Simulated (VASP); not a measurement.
A run of VASP 6.6.1 is set up as follows.

The input INCAR:

```
SYSTEM = ZnSn2N2
PREC = Accurate
ENCUT = 520
EDIFF = 1E-6
ISMEAR = 0
SIGMA = 0.15
LREAL = .FALSE.
LASPH = .TRUE.
NELM = 100
ALGO = Normal
ISIF = 2
LWAVE = .FALSE.
LCHARG = .FALSE.
GGA = PE
NBANDS = 33
```

The input KPOINTS:

```
Automatic mesh
0
G
  4 4 4
  0 0 0
```

File POSCAR:

```
ZnSn2N2
1.0
    1.6282130995      0.9400492694      9.5500478237
   -1.6282130995      0.9400492694      9.5500478237
    0.0000000000     -1.8800985445      9.5500478231
Zn Sn N
1 2 2
Direct
    0.0000000000      0.0000000000      0.0000000000
    0.7577651061      0.7577651061      0.7577651061
    0.2422348939      0.2422348939      0.2422348939
    0.3795397589      0.3795397589      0.3795397589
    0.6204602411      0.6204602411      0.6204602411
```

Potentials or basis: VASP PAW PBE potentials, release 64 (Zn, Sn_d, N).

Command:

```console
$ cat potpaw_PBE.64/Zn/POTCAR potpaw_PBE.64/Sn_d/POTCAR potpaw_PBE.64/N/POTCAR > POTCAR
$ mpirun -np 1 vasp_std > vasp.out
```

(1) Estimate the largest force.

(2) Predict the pressure.

(3) What does it give for the band gap on the k mesh?

Results:

(1) 0.024 eV/Å.

(2) 0.3 GPa.

(3) 0.47 eV, indirect (least direct gap 1.21 eV).

Caveat: the k points lie up to 0.56 Å⁻¹ apart; spin-orbit coupling is left out, which moves the levels of the heavy elements.
